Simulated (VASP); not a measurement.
# GaSb (I-4m2) in VASP: further runs

GaSb is run at these levels: PBE, r2SCAN; tasks: single point.

Everything below comes from runs of VASP 6.6.1. Logs are shortened: lines on timing, memory, paths and dates and some standing lists are left out, and cuts for length are marked.

## (1) The cell of the first run

The structure is tetragonal, space group I-4m2 (No. 119). The conventional cell has a = 4.379 Å, b = 4.379 Å, c = 6.079 Å, α = 90.00°, β = 90.00°, γ = 90.00°. Ga (site symmetry -4m2) has 4 Sb at 2.67 Å within 3.5 Å. Sb (site symmetry -4m2) has 4 Ga at 2.67 Å within 3.5 Å.

## (2) Single point, PBE (epitaxial xy strain +1.0%)

The input, INCAR:

```
SYSTEM = GaSb
PREC = Accurate ; ENCUT = 520
EDIFF = 1E-7 ; ISMEAR = -1
SIGMA = 0.02 ; LREAL = .FALSE.
LASPH = .TRUE. ; NELM = 60
ALGO = Normal ; ISIF = 2
LWAVE = .FALSE. ; LCHARG = .TRUE.
GGA = PE ; LELF = .TRUE.
LVHAR = .TRUE. ; NBANDS = 16
```

The input, KPOINTS:

```
Automatic mesh
0
G
  8 8 8
  0 0 0
```

The input, POSCAR:

```
GaSb
1.0
    0.0000000000      3.0965375859      3.0393928390
    3.0965375859      0.0000000000      3.0393928390
    3.0965375859      3.0965375859      0.0000000000
Ga Sb
1 1
Direct
    0.0000000000      0.0000000000      0.0000000000
    0.2500000000      0.2500000000      0.2500000000
```

Potentials or basis: VASP PAW PBE potentials, release 64 (Ga_d, Sb).

Command:

```console
$ cat potpaw_PBE.64/Ga_d/POTCAR potpaw_PBE.64/Sb/POTCAR > POTCAR
$ mpirun -np 1 vasp_std > vasp.out
```

OUTCAR:

```text
SYSTEM = GaSb
   PREC = Accurate
   ENCUT = 520
   EDIFF = 1E-7
   ISMEAR = -1
   LREAL = .FALSE.
   LASPH = .TRUE.
   NELM = 60
   ISIF = 2
   GGA = PE

 ion  position               nearest neighbor table
   1  0.000  0.000  0.000-   2 2.67   2 2.67   2 2.67   2 2.67
   2  0.250  0.250  0.250-   1 2.67   1 2.67   1 2.67   1 2.67

  LATTYP: Found a body centered tetragonal cell.
 ALAT       =     4.3791654504
 C/A-ratio  =     1.3881150979

  Lattice vectors:

 A1 = (   0.0000000000,  -3.0965375859,  -3.0393928390)
 A2 = (   0.0000000000,   3.0965375859,  -3.0393928390)
 A3 = (   3.0965375859,   0.0000000000,   3.0393928390)

Analysis of symmetry for initial positions (statically):
=====================================================================
 Subroutine PRICEL returns:
 Original cell was already a primitive cell.

 Routine SETGRP: Setting up the symmetry group for a
 body centered tetragonal supercell.

 Subroutine GETGRP returns: Found  8 space group operations
 (whereof  8 operations were pure point group operations)
 out of a pool of 16 trial point group operations.

The static configuration has the point symmetry D_2d.

Analysis of symmetry for dynamics (positions and initial velocities):
=====================================================================
 Subroutine PRICEL returns:
 Original cell was already a primitive cell.

 Routine SETGRP: Setting up the symmetry group for a
 body centered tetragonal supercell.

 Subroutine GETGRP returns: Found  8 space group operations
 (whereof  8 operations were pure point group operations)
 out of a pool of 16 trial point group operations.

The dynamic configuration has the point symmetry D_2d.

 Subroutine INISYM returns: Found  8 space group operations
 (whereof  8 operations are pure point group operations),
 and found     1 'primitive' translations

----------------------------------------------------------------------------------------

                                     Primitive cell

  volume of cell :      58.2867

  direct lattice vectors                    reciprocal lattice vectors
     0.000000000  3.096537586  3.039392839    -0.161470670  0.161470670  0.164506540
     3.096537586  0.000000000  3.039392839     0.161470670 -0.161470670  0.164506540
     3.096537586  3.096537586  0.000000000     0.161470670  0.161470670 -0.164506540

  length of vectors
     4.338946168  4.338946168  4.379165450     0.281439081  0.281439081  0.281439081

  position of ions in fractional coordinates (direct lattice)
     0.000000000  0.000000000  0.000000000
     0.250000000  0.250000000  0.250000000

  ion indices of the primitive-cell ions
   primitive index   ion index
                 1           1
                 2           2

----------------------------------------------------------------------------------------

 KPOINTS: Automatic mesh

Automatic generation of k-mesh.
 Grid dimensions read from file:
 generate k-points for:    8    8    8

 Generating k-lattice:

  Cartesian coordinates                     Fractional coordinates (reciprocal lattice)
    -0.020183834  0.020183834  0.020563318     0.125000000 -0.000000000  0.000000000
     0.020183834 -0.020183834  0.020563318    -0.000000000  0.125000000  0.000000000
     0.020183834  0.020183834 -0.020563318     0.000000000  0.000000000  0.125000000

  Length of vectors
     0.035179885  0.035179885  0.035179885

  Shift w.r.t. Gamma in fractional coordinates (k-lattice)
     0.000000000  0.000000000  0.000000000

 Subroutine IBZKPT returns following result:
 ===========================================

 Found     59 irreducible k-points:

 Following reciprocal coordinates:
            Coordinates               Weight
  0.000000  0.000000  0.000000      1.000000
  0.125000  0.000000  0.000000      8.000000
  0.250000  0.000000  0.000000      8.000000
  0.375000  0.000000  0.000000      8.000000
  0.500000  0.000000  0.000000      4.000000
  0.125000  0.125000  0.000000      2.000000
[... 16 lines left out ...]
  0.250000  0.000000  0.125000     16.000000
  0.375000  0.000000  0.125000     16.000000
 [... further k-points ...]
   k-points           NKPTS =     59   k-points in BZ     NKDIM =     59   number of bands    NBANDS=     16
   number of dos      NEDOS =    301   number of ions     NIONS =      2
   total plane-waves  NPLWV =  36864
   dimension x,y,z NGX =    32 NGY =   32 NGZ =   36
   dimension x,y,z NGXF=    64 NGYF=   64 NGZF=   72
   ions per type =               1   1
   NGX,Y,Z   is equivalent  to a cutoff of  12.26, 12.26, 13.67 a.u.
   NGXF,Y,Z  is equivalent  to a cutoff of  24.52, 24.52, 27.33 a.u.
 SYSTEM =  GaSb
   PREC   = accura    normal or accurate (medium, high low for compatibility)
   ISTART =      0    job   : 0-new  1-cont  2-samecut
   ICHARG =      2    charge: 1-file 2-atom 10-const
   ISPIN  =      1    spin polarized calculation?
   LNONCOLLINEAR =      F non collinear calculations
   LSORBIT =      F    spin-orbit coupling
   LASPH  =      T    aspherical Exc in radial PAW
   ENCUT  =  520.0 eV  38.22 Ry    6.18 a.u.   8.07  8.07  8.14*2*pi/ulx,y,z
   NELM   =     60;   NELMIN=  2; NELMDL= -5     # of ELM steps
   EDIFF  = 0.1E-06   stopping-criterion for ELM
   LREAL  =      F    real-space projection
   EDIFFG = 0.1E-05   stopping-criterion for IOM
   NSW    =      0    number of steps for IOM
   IBRION =     -1    ionic relax: 0-MD 1-quasi-New 2-CG
   NFREE  =      0    steps in history (QN), initial steepest desc. (CG)
   ISIF   =      2    stress and relaxation
   ISYM   =      2    0-nonsym 1-usesym 2-fastsym
   POTIM  = 0.5000    time-step for ionic-motion
   TEBEG  =    0.0;   TEEND  =   0.0 temperature during run
   PSTRESS=    0.0 pullay stress
   NELECT =      18.0000    total number of electrons
   NUPDOWN=      -1.0000    fix difference up-down
   EMIN   =  10.00;   EMAX   =-10.00  energy-range for DOS
   EFERMI =   0.00;   METHOD = LEGACY
   ISMEAR =    -1;   SIGMA  =   0.02  broadening in eV -4-tet -1-fermi 0-gaus
   EFERMI_NEDOS =   21; number of points for ismear=-14 and -15
   IALGO  =     38    algorithm
   IMIX   =      4    mixing-type and parameters
     AMIX     =   0.40;   BMIX     =  1.00
     AMIX_MAG =   1.60;   BMIX_MAG =  1.00
  volume/ion in A,a.u.               =      29.14       196.67
  Fermi-wavevector in a.u.,A,eV,Ry     =   1.106562  2.091099 16.660060  1.224480
  Thomas-Fermi vector in A             =   2.243065
   LORBIT       =      0    0 simple, 1 ext, 2 COOP (PROOUT), +10 PAW based schemes
   GGA     = PE    functional components
   LHFCALC =     F    Hartree Fock is set to
   AEXX    =    0.0000 exact exchange contribution
   IVDW    =     0    specifies the selected vdW correction
   LEPSILON=     F    determine dielectric tensor
   LRPA    =     F    only Hartree local field effects (RPA)
 non-spin polarized calculation
  energy-cutoff  :      520.00
  volume of cell :       58.29
 maximum number of plane-waves:      1588
   NGX = 17   NGY = 17   NGZ = 17

 number of electron      17.9999994 magnetization

 Free energy of the ion-electron system (eV)
  ---------------------------------------------------
  ext. energy  EPLUGINS =         0.00000000
  ---------------------------------------------------
  free energy    TOTEN  =        -7.35685661 eV

  energy without entropy =       -7.35679877  energy(sigma->0) =       -7.35682769

 E-fermi :   4.7141     XC(G=0):  -9.0103

 val. band max:        4.6548488316   @ k =   0.0000   0.0000   0.0000
 cond. band min:       4.7577330086   @ k =   0.0000   0.0000   0.0000
 fundamental gap:      0.1028841770
 Fermi energy:         4.7140695832

 k-point     1 :       0.0000    0.0000    0.0000
  band No.  band energies     occupation
      1     -10.3115      2.00000
      2     -10.3115      2.00000
      3     -10.3089      2.00000
      4     -10.2650      2.00000
      5     -10.2625      2.00000
      6      -6.6629      2.00000
[... 8 lines left out ...]
     15      13.0963      0.00000
     16      13.3873      0.00000

 k-point     2 :       0.1250    0.0000    0.0000
  band No.  band energies     occupation
      1     -10.3147      2.00000
      2     -10.3098      2.00000
      3     -10.3079      2.00000
      4     -10.2652      2.00000
      5     -10.2626      2.00000
      6      -6.5065      2.00000
[... 8 lines left out ...]
     15      12.3697      0.00000
     16      12.5635      0.00000

 k-point     3 :       0.2500    0.0000    0.0000
  band No.  band energies     occupation
      1     -10.3236      2.00000
      2     -10.3060      2.00000
      3     -10.3043      2.00000
      4     -10.2655      2.00000
      5     -10.2626      2.00000
      6      -6.0618      2.00000
[... 8 lines left out ...]
     15      12.2232      0.00000
     16      12.3151      0.00000

 k-point     4 :       0.3750    0.0000    0.0000
  band No.  band energies     occupation
      1     -10.3325      2.00000
      2     -10.3026      2.00000
      3     -10.3010      2.00000
      4     -10.2653      2.00000
      5     -10.2622      2.00000
      6      -5.4477      2.00000
[... 8 lines left out ...]
     15      13.1730      0.00000
     16      13.2259      0.00000
[... 324 lines left out ...]
 k-point    22 :       0.1250    0.0000    0.1250
  band No.  band energies     occupation
      1     -10.3183      2.00000
      2     -10.3081      2.00000
      3     -10.3058      2.00000
      4     -10.2652      2.00000
      5     -10.2629      2.00000
      6      -6.4558      2.00000
[... 8 lines left out ...]
     15      11.5515      0.00000
     16      13.4989      0.00000

 k-point    23 :       0.2500    0.0000    0.1250
  band No.  band energies     occupation
      1     -10.3256      2.00000
      2     -10.3045      2.00000
      3     -10.3025      2.00000
      4     -10.2659      2.00000
      5     -10.2629      2.00000
      6      -6.1055      2.00000
[... 8 lines left out ...]
     15      12.6736      0.00000
     16      13.2666      0.00000

 k-point    24 :       0.3750    0.0000    0.1250
  band No.  band energies     occupation
      1     -10.3334      2.00000
      2     -10.3015      2.00000
      3     -10.2993      2.00000
      4     -10.2660      2.00000
      5     -10.2627      2.00000
      6      -5.5297      2.00000
[... 8 lines left out ...]
     15      13.0718      0.00000
     16      13.8611      0.00000

 [... further k-points ...]

------------------------ aborting loop because EDIFF is reached ----------------------------------------

  FORCE on cell =-STRESS in cart. coord.  units (eV):
  Direction    XX          YY          ZZ          XY          YZ          ZX
  --------------------------------------------------------------------------------------
  -------------------------------------------------------------------------------------
  Total        0.4471147      0.4471147      0.7095619      0.0000000      0.0000000      0.0000000
  in kB       12.2902306     12.2902306     19.5043435      0.0000000      0.0000000      0.0000000
  external PRESSURE =      14.6949349 kB  Pullay stress =       0.0000000 kB

 VOLUME and BASIS-vectors are now :
 -----------------------------------------------------------------------------
  energy-cutoff  :      520.00
  volume of cell :       58.29
      direct lattice vectors                 reciprocal lattice vectors
     0.000000000  3.096537586  3.039392839    -0.161470670  0.161470670  0.164506540
     3.096537586  0.000000000  3.039392839     0.161470670 -0.161470670  0.164506540
     3.096537586  3.096537586  0.000000000     0.161470670  0.161470670 -0.164506540

 POSITION                                       TOTAL-FORCE (eV/Angst)
 -----------------------------------------------------------------------------------
      0.00000      0.00000      0.00000         0.000000      0.000000      0.000000
      1.54827      1.54827      1.51970        -0.000000     -0.000000     -0.000000
 -----------------------------------------------------------------------------------
    total drift:                               -0.000001     -0.000001      0.000002

  FREE ENERGIE OF THE ION-ELECTRON SYSTEM (eV)
  ---------------------------------------------------
  free  energy   TOTEN  =        -7.3568566064 eV

  energy  without entropy=       -7.3567987653  energy(sigma->0) =       -7.35682769
```

It took 25 s on 1 thread of Intel Xeon 6975P-C (Granite Rapids), shared host; peak memory 0.21 GiB.

Results:

```yaml
Free_energy: -7.3569 eV
Pressure: 1.5 GPa
Band_gap_on_the_k_mesh: 0.10 eV, direct
```

Levels at points of the mesh, in eV from the valence-band top:
```tsv
k point	band 5	band 6	band 7	band 8	band 9	band 10	band 11	band 12	band 13	band 14
(0.00, 0.00, 0.00)	-14.92	-11.32	-0.06	0.00	0.00	0.10	2.78	2.83	2.83	5.83
(0.50, 0.00, 0.00)	-14.92	-9.74	-6.24	-1.16	-1.02	0.40	3.73	3.84	6.52	9.26
(0.50, 0.50, 0.00)	-14.91	-8.89	-6.64	-2.55	-2.55	0.87	1.25	8.61	8.61	9.98
(0.50, 0.00, 0.50)	-14.92	-8.96	-6.72	-2.45	-2.43	1.01	1.36	8.57	8.58	9.91
```

Caveat: the cell differs from its parent crystal (epitaxial xy strain +1.0%); spin-orbit coupling is left out, which moves the levels of the heavy elements.

[end of part 1 of 2]
